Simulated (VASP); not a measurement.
# WS2 in VASP: notebook

WS2 is run at these levels: r2SCAN; tasks: single point.

All numbers are computed with VASP 6.6.1; they aren't measurements. Logs are shortened: lines on timing, memory, paths and dates and some standing lists are left out, and cuts for length are marked.

## (1) The cell of the first run

The cell holds a slab with vacuum, 3 atoms: a = 3.358 Å, b = 3.358 Å, c = 15.210 Å, α = 90.00°, β = 90.00°, γ = 120.00°.

## (2) Single point, r2SCAN

POSCAR reads:

```
WS2
1.0
    3.3581780287      0.0000000000      0.0000000000
   -1.6790890143      2.9082674833      0.0000000000
    0.0000000000      0.0000000000     15.2101890458
W S
1 2
Direct
    0.3333333333      0.6666666667      0.0000000000
    0.6666666667      0.3333333333      0.9080224901
    0.6666666667      0.3333333333      0.0919775099
```

INCAR.step1 reads:

```
SYSTEM = WS2
PREC = Accurate ; ENCUT = 520
ISMEAR = 0 ; SIGMA = 0.05
LREAL = .FALSE. ; LASPH = .TRUE.
NELM = 80 ; NBANDS = 20
GGA = PE ; ALGO = Normal
EDIFF = 1E-4 ; LWAVE = .TRUE.
LCHARG = .FALSE.
```

INCAR.step2 reads:

```
SYSTEM = WS2
PREC = Accurate ; ENCUT = 520
EDIFF = 1E-6 ; ISMEAR = 0
SIGMA = 0.05 ; LREAL = .FALSE.
LASPH = .TRUE. ; NELM = 80
ALGO = Normal ; ISIF = 2
LWAVE = .FALSE. ; LCHARG = .FALSE.
METAGGA = R2SCAN ; LMIXTAU = .TRUE.
NBANDS = 20 ; ISTART = 1
```

KPOINTS reads:

```
regular mesh
0
G
  12 12 2
  0 0 0
```

Potentials or basis: VASP PAW PBE potentials, release 64 (W_sv, S).

Started as:

```sh
> cat potpaw_PBE.64/W_sv/POTCAR potpaw_PBE.64/S/POTCAR > POTCAR
> cp INCAR.step1 INCAR
> mpirun -np 1 vasp_std > vasp.out
> cp INCAR.step2 INCAR
> mpirun -np 1 vasp_std > vasp.out
```

OUTCAR:

```text
SYSTEM = WS2
   PREC = Accurate
   ENCUT = 520
   EDIFF = 1E-6
   ISMEAR = 0
   LREAL = .FALSE.
   LASPH = .TRUE.
   NELM = 80
   ISIF = 2
   METAGGA = R2SCAN
   ISTART = 1

 ion  position               nearest neighbor table
   1  0.333  0.667  0.000-   2 2.39   3 2.39   2 2.39   3 2.39   2 2.39   3 2.39
   2  0.667  0.333  0.908-   1 2.39   1 2.39   1 2.39
   3  0.667  0.333  0.092-   1 2.39   1 2.39   1 2.39

  LATTYP: Found a hexagonal cell.
 ALAT       =     3.3581780287
 C/A-ratio  =     4.5292980050

  Lattice vectors:

 A1 = (   3.3581780287,   0.0000000000,   0.0000000000)
 A2 = (  -1.6790890143,   2.9082674833,   0.0000000000)
 A3 = (   0.0000000000,   0.0000000000,  15.2101890458)

Analysis of symmetry for initial positions (statically):
=====================================================================
 Subroutine PRICEL returns:
 Original cell was already a primitive cell.

 Routine SETGRP: Setting up the symmetry group for a
 hexagonal supercell.

 Subroutine GETGRP returns: Found 12 space group operations
 (whereof 12 operations were pure point group operations)
 out of a pool of 24 trial point group operations.

The static configuration has the point symmetry D_3h.

Analysis of symmetry for dynamics (positions and initial velocities):
=====================================================================
 Subroutine PRICEL returns:
 Original cell was already a primitive cell.

 Routine SETGRP: Setting up the symmetry group for a
 hexagonal supercell.

 Subroutine GETGRP returns: Found 12 space group operations
 (whereof 12 operations were pure point group operations)
 out of a pool of 24 trial point group operations.

The dynamic configuration has the point symmetry D_3h.

 Subroutine INISYM returns: Found 12 space group operations
 (whereof 12 operations are pure point group operations),
 and found     1 'primitive' translations

----------------------------------------------------------------------------------------

                                     Primitive cell

  volume of cell :     148.5500

  direct lattice vectors                    reciprocal lattice vectors
     3.358178029  0.000000000  0.000000000     0.297780520  0.171923663  0.000000000
    -1.679089014  2.908267483  0.000000000     0.000000000  0.343847327  0.000000000
     0.000000000  0.000000000 15.210189046     0.000000000  0.000000000  0.065745402

  length of vectors
     3.358178029  3.358178029 15.210189046     0.343847327  0.343847327  0.065745402

  position of ions in fractional coordinates (direct lattice)
     0.333333333  0.666666667  0.000000000
     0.666666667  0.333333333  0.908022490
     0.666666667  0.333333333  0.091977510

  ion indices of the primitive-cell ions
   primitive index   ion index
                 1           1
                 2           2
                 3           3

----------------------------------------------------------------------------------------

 KPOINTS: regular mesh

Automatic generation of k-mesh.
 Grid dimensions read from file:
 generate k-points for:   12   12    2

 Generating k-lattice:

  Cartesian coordinates                     Fractional coordinates (reciprocal lattice)
     0.024815043  0.014326972  0.000000000     0.083333333 -0.000000000  0.000000000
     0.000000000  0.028653944  0.000000000     0.000000000  0.083333333  0.000000000
     0.000000000  0.000000000  0.032872701     0.000000000  0.000000000  0.500000000

  Length of vectors
     0.028653944  0.028653944  0.032872701

  Shift w.r.t. Gamma in fractional coordinates (k-lattice)
     0.000000000  0.000000000  0.000000000

 Subroutine IBZKPT returns following result:
 ===========================================

 Found     38 irreducible k-points:

 Following reciprocal coordinates:
            Coordinates               Weight
  0.000000  0.000000  0.000000      1.000000
  0.083333 -0.000000  0.000000      6.000000
  0.166667 -0.000000  0.000000      6.000000
  0.250000 -0.000000  0.000000      6.000000
  0.333333 -0.000000  0.000000      6.000000
  0.416667 -0.000000  0.000000      6.000000
[... 16 lines left out ...]
  0.250000 -0.000000  0.500000      6.000000
  0.333333 -0.000000  0.500000      6.000000
 [... further k-points ...]
   k-points           NKPTS =     38   k-points in BZ     NKDIM =     38   number of bands    NBANDS=     20
   number of dos      NEDOS =    301   number of ions     NIONS =      3
   total plane-waves  NPLWV =  94080
   dimension x,y,z NGX =    28 NGY =   28 NGZ =  120
   dimension x,y,z NGXF=    56 NGYF=   56 NGZF=  240
   ions per type =               1   2
   NGX,Y,Z   is equivalent  to a cutoff of  13.86, 13.86, 13.12 a.u.
   NGXF,Y,Z  is equivalent  to a cutoff of  27.72, 27.72, 26.23 a.u.
 SYSTEM =  WS2
   PREC   = accura    normal or accurate (medium, high low for compatibility)
   ISTART =      1    job   : 0-new  1-cont  2-samecut
   ICHARG =      0    charge: 1-file 2-atom 10-const
   ISPIN  =      1    spin polarized calculation?
   LNONCOLLINEAR =      F non collinear calculations
   LSORBIT =      F    spin-orbit coupling
   LASPH  =      T    aspherical Exc in radial PAW
   ENCUT  =  520.0 eV  38.22 Ry    6.18 a.u.   6.24  6.24 28.28*2*pi/ulx,y,z
   NELM   =     80;   NELMIN=  2; NELMDL=  0     # of ELM steps
   EDIFF  = 0.1E-05   stopping-criterion for ELM
   LREAL  =      F    real-space projection
   EDIFFG = 0.1E-04   stopping-criterion for IOM
   NSW    =      0    number of steps for IOM
   IBRION =     -1    ionic relax: 0-MD 1-quasi-New 2-CG
   NFREE  =      0    steps in history (QN), initial steepest desc. (CG)
   ISIF   =      2    stress and relaxation
   ISYM   =      2    0-nonsym 1-usesym 2-fastsym
   POTIM  = 0.5000    time-step for ionic-motion
   TEBEG  =    0.0;   TEEND  =   0.0 temperature during run
   PSTRESS=    0.0 pullay stress
   NELECT =      26.0000    total number of electrons
   NUPDOWN=      -1.0000    fix difference up-down
   EMIN   =  10.00;   EMAX   =-10.00  energy-range for DOS
   EFERMI =   0.00;   METHOD = LEGACY
   ISMEAR =     0;   SIGMA  =   0.05  broadening in eV -4-tet -1-fermi 0-gaus
   EFERMI_NEDOS =   21; number of points for ismear=-14 and -15
   IALGO  =     38    algorithm
   IMIX   =      4    mixing-type and parameters
     AMIX     =   0.40;   BMIX     =  1.00
     AMIX_MAG =   1.60;   BMIX_MAG =  1.00
  volume/ion in A,a.u.               =      49.52       334.15
  Fermi-wavevector in a.u.,A,eV,Ry     =   0.915746  1.730509 11.409721  0.838591
  Thomas-Fermi vector in A             =   2.040523
   LORBIT       =      0    0 simple, 1 ext, 2 COOP (PROOUT), +10 PAW based schemes
   METAGGA = R2SCAN    functional components
   LHFCALC =     F    Hartree Fock is set to
   AEXX    =    0.0000 exact exchange contribution
   IVDW    =     0    specifies the selected vdW correction
   LEPSILON=     F    determine dielectric tensor
   LRPA    =     F    only Hartree local field effects (RPA)
 non-spin polarized calculation
 Gauss-broadening in eV      SIGMA  =   0.05
  energy-cutoff  :      520.00
  volume of cell :      148.55
 maximum number of plane-waves:      4052
 NGX is ok and might be reduce to    28

 number of electron      25.9999998 magnetization

 Free energy of the ion-electron system (eV)
  ---------------------------------------------------
  ext. energy  EPLUGINS =         0.00000000
  ---------------------------------------------------
  free energy    TOTEN  =       -69.51099609 eV

  energy without entropy =      -69.51034933  energy(sigma->0) =      -69.51067271

 E-fermi :  -0.7238     XC(G=0):  -4.7185

 val. band max:       -0.7357532673   @ k =   0.3333   0.3333   0.5000
 cond. band min:      -0.6062398454   @ k =   0.0000   0.0000   0.0000
 fundamental gap:      0.1295134219
 Fermi energy:        -0.7237552361

 k-point     1 :       0.0000    0.0000    0.0000
  band No.  band energies     occupation
      1     -77.6316      2.00000
      2     -41.1858      2.00000
      3     -41.1858      2.00000
      4     -41.1311      2.00000
      5     -17.1088      2.00000
      6     -14.7369      2.00000
[... 12 lines left out ...]
     19       4.5360      0.00000
     20       5.0933      0.00000

 k-point     2 :       0.0833   -0.0000    0.0000
  band No.  band energies     occupation
      1     -77.6309      2.00000
      2     -41.2008      2.00000
      3     -41.1893      2.00000
      4     -41.1284      2.00000
      5     -17.0098      2.00000
      6     -14.7185      2.00000
[... 12 lines left out ...]
     19       4.6838      0.00000
     20       5.2135      0.00000

 k-point     3 :       0.1667   -0.0000    0.0000
  band No.  band energies     occupation
      1     -77.6293      2.00000
      2     -41.2417      2.00000
      3     -41.1988      2.00000
      4     -41.1210      2.00000
      5     -16.7308      2.00000
      6     -14.6667      2.00000
[... 12 lines left out ...]
     19       5.1709      0.00000
     20       5.5562      0.00000

 k-point     4 :       0.2500   -0.0000    0.0000
  band No.  band energies     occupation
      1     -77.6270      2.00000
      2     -41.2969      2.00000
      3     -41.2116      2.00000
      4     -41.1108      2.00000
      5     -16.3266      2.00000
      6     -14.5926      2.00000
[... 12 lines left out ...]
     19       6.0793      0.00000
     20       6.2673      0.00000

 k-point     5 :       0.3333   -0.0000    0.0000
  band No.  band energies     occupation
      1     -77.6247      2.00000
      2     -41.3516      2.00000
      3     -41.2245      2.00000
      4     -41.1006      2.00000
      5     -15.8890      2.00000
      6     -14.5139      2.00000
[... 12 lines left out ...]
     19       6.4100      0.00000
     20       6.6461      0.00000
[... 353 lines left out ...]
      6     -14.7185      2.00000
[... 12 lines left out ...]
     19       4.7152      0.00000
     20       5.0981      0.00000

 k-point    22 :       0.1667   -0.0000    0.5000
  band No.  band energies     occupation
      1     -77.6293      2.00000
      2     -41.2417      2.00000
      3     -41.1988      2.00000
      4     -41.1210      2.00000
      5     -16.7308      2.00000
      6     -14.6667      2.00000
[... 12 lines left out ...]
     19       5.0754      0.00000
     20       5.5407      0.00000

 k-point    23 :       0.2500   -0.0000    0.5000
  band No.  band energies     occupation
      1     -77.6270      2.00000
      2     -41.2969      2.00000
      3     -41.2116      2.00000
      4     -41.1108      2.00000
      5     -16.3266      2.00000
      6     -14.5926      2.00000
[... 12 lines left out ...]
     19       5.6546      0.00000
     20       6.4399      0.00000

 k-point    24 :       0.3333   -0.0000    0.5000
  band No.  band energies     occupation
      1     -77.6247      2.00000
      2     -41.3516      2.00000
      3     -41.2245      2.00000
      4     -41.1006      2.00000
      5     -15.8890      2.00000
      6     -14.5139      2.00000
[... 12 lines left out ...]
     19       6.3888      0.00000
     20       6.5903      0.00000

 [... further k-points ...]
[... 5 lines left out ...]
  --------------------------------------------------------------------------------------
  -------------------------------------------------------------------------------------
  Total       -2.7747037     -2.7747037      6.5799008     -0.0000000      0.0000000      0.0000000
  in kB      -29.9264032    -29.9264032     70.9671319     -0.0000000      0.0000000      0.0000000
  external PRESSURE =       3.7047751 kB  Pullay stress =       0.0000000 kB

 VOLUME and BASIS-vectors are now :
 -----------------------------------------------------------------------------
  energy-cutoff  :      520.00
  volume of cell :      148.55
      direct lattice vectors                 reciprocal lattice vectors
     3.358178029  0.000000000  0.000000000     0.297780520  0.171923663  0.000000000
    -1.679089014  2.908267483  0.000000000     0.000000000  0.343847327  0.000000000
     0.000000000  0.000000000 15.210189046     0.000000000  0.000000000  0.065745402

 POSITION                                       TOTAL-FORCE (eV/Angst)
 -----------------------------------------------------------------------------------
     -0.00000      1.93884      0.00000         0.000000     -0.000000      0.000000
      1.67909      0.96942     13.81119        -0.000000      0.000000     -2.360578
      1.67909      0.96942      1.39900        -0.000000      0.000000      2.360578
 -----------------------------------------------------------------------------------
    total drift:                               -0.000000      0.000000      0.000000

  FREE ENERGIE OF THE ION-ELECTRON SYSTEM (eV)
  ---------------------------------------------------
  free  energy   TOTEN  =       -69.5109960945 eV

  energy  without entropy=      -69.5103493310  energy(sigma->0) =      -69.51067271
```

Wall time 8.7 min (1 thread of Intel Xeon Platinum 8259CL at 2.50GHz (Skylake/Cascade Lake), shared host); peak memory 0.38 GiB.

What came out:

```yaml
Free_energy: -69.5110 eV
Largest_force: 2.361 eV/Å
Band_gap_on_the_k_mesh: zero (bands 13 and 14 overlap by 0.13 eV)
```

Forces in eV/Å, atoms in the order of the input:
```
W    0.000  0.000  0.000
S    0.000  0.000 -2.361
S    0.000  0.000  2.361
```

Levels at points of the mesh, in eV from the Fermi level:
| k point | band 11 | band 12 | band 13 | band 14 | band 15 | band 16 |
| --- | --- | --- | --- | --- | --- | --- |
| (0.00, 0.00, 0.00) | -3.38 | -2.00 | 0.12 | 1.92 | 1.92 | 2.59 |
| (0.50, 0.00, 0.00) | -3.15 | -2.18 | -1.62 | 1.37 | 1.57 | 3.64 |
| (0.00, 0.00, 0.50) | -3.38 | -2.00 | 0.12 | 1.92 | 1.92 | 2.59 |
| (0.50, 0.00, 0.50) | -3.15 | -2.18 | -1.62 | 1.37 | 1.57 | 3.64 |

Caveat: there is no dipole correction, which matters where the two faces differ; the PAW data sets were made with another functional, which shifts forces and pressure a little; spin-orbit coupling is left out, which moves the levels of the heavy elements.

## (3) Single point, r2SCAN

This run uses another cell than the first one, of the same volume but with other edges.

POSCAR reads:

```
WS2
1.0
    2.9935253652      0.0000000000      0.0000000000
   -1.4967626826      2.5924690131      0.0000000000
    0.0000000000      0.0000000000     19.1415084206
W S
1 2
Direct
    0.3333333333      0.6666666667      0.0000000000
    0.6666666667      0.3333333333      0.9080224901
    0.6666666667      0.3333333333      0.0919775099
```

INCAR.step1 reads:

```
PREC = Accurate
ENCUT = 520
ISMEAR = 0
SIGMA = 0.05
LREAL = False
LASPH = True
NELM = 60
NBANDS = 20
GGA = PE
ALGO = Normal
EDIFF = 1E-4
LWAVE = True
LCHARG = False
```

INCAR.step2 reads:

```
PREC = Accurate
ENCUT = 520
EDIFF = 1E-6
ISMEAR = 0
SIGMA = 0.05
LREAL = False
LASPH = True
NELM = 60
ALGO = Normal
ISIF = 2
LWAVE = False
LCHARG = False
METAGGA = R2SCAN
LMIXTAU = True
NBANDS = 20
ISTART = 1
```

KPOINTS reads:

```
Automatic mesh
0
Gamma
  12 12 2
```

Potentials or basis: VASP PAW PBE potentials, release 64 (W_sv, S).

Started as:

```sh
> cat potpaw_PBE.64/W_sv/POTCAR potpaw_PBE.64/S/POTCAR > POTCAR
> cp INCAR.step1 INCAR
> mpirun -np 1 vasp_std > vasp.out
> cp INCAR.step2 INCAR
> mpirun -np 1 vasp_std > vasp.out
```

It took 7.2 min on 1 thread of Intel Xeon Platinum 8259CL at 2.50GHz (Skylake/Cascade Lake), shared host; peak memory 0.36 GiB.

Results (log left out):

```
Free energy            : -69.2829 eV
Largest force          : 2.403 eV/Å
Band gap on the k mesh : 1.39 eV (least direct gap 2.06 eV)
```

Forces in eV/Å, atoms in the order of the input:
```
W    0.000  0.000  0.000
S    0.000  0.000  2.403
S    0.000  0.000 -2.403
```

Levels at points of the mesh, in eV from the valence-band top:
| k point | band 9 | band 10 | band 11 | band 12 | band 13 | band 14 | band 15 | band 16 | band 17 | band 18 |
| --- | --- | --- | --- | --- | --- | --- | --- | --- | --- | --- |
| (0.00, 0.00, 0.00) | -1.79 | -1.79 | -1.31 | -0.34 | -0.34 | 3.26 | 3.26 | 3.66 | 3.66 | 5.46 |
| (0.50, 0.00, 0.00) | -4.62 | -3.01 | -2.60 | -1.21 | -0.39 | 3.33 | 4.06 | 4.19 | 4.67 | 6.59 |
| (0.00, 0.00, 0.50) | -1.79 | -1.79 | -1.31 | -0.34 | -0.34 | 3.26 | 3.26 | 3.66 | 3.66 | 5.53 |
| (0.50, 0.00, 0.50) | -4.62 | -3.01 | -2.60 | -1.21 | -0.39 | 3.33 | 4.06 | 4.19 | 4.67 | 6.59 |

Caveat: there is no dipole correction, which matters where the two faces differ; the PAW data sets were made with another functional, which shifts forces and pressure a little; spin-orbit coupling is left out, which moves the levels of the heavy elements.

The gap in the log of VASP goes by the Fermi energy; the results here count the filled bands.